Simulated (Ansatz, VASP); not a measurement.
W: VASP beside Ansatz

```
CELL_PARAMETERS angstrom
4.43338 0.00000 0.00000
-2.21669 3.83942 0.00000
0.00000 0.00000 25.11510
ATOMIC_POSITIONS crystal
W 0.83333 0.16667 0.43798
W 0.16667 0.83333 0.46604
W 0.50000 0.50000 0.50000
W 0.83333 0.16667 0.53396
W 0.16667 0.83333 0.56202
```

Alike in both runs: task single point; functional LDA; k mesh 11 × 11 × 1; occupations fermi-dirac, width 0.1 eV; no spin polarisation.

|  | VASP | Ansatz |
| --- | --- | --- |
| version | VASP 6.6.1 | Ansatz 0.2.0 |
| potentials or method | VASP PAW LDA potentials, release 64 (W_sv), cutoff 520 eV | all-electron LAPW, scalar-relativistic |

VASP gave:

```
rms of the force components (eV/Å) : 0.101
```

Which values does Ansatz return?

rms of the force components (eV/Å): 0.006.

LDA's correlation is that of Perdew and Zunger in VASP and of Perdew and Wang (1992) in Ansatz. Atom by atom the forces differ by 0.095 eV/Å (rms over components). Ansatz ran all-electron here, and VASP with PAW potentials.

Spin-orbit coupling is off throughout.
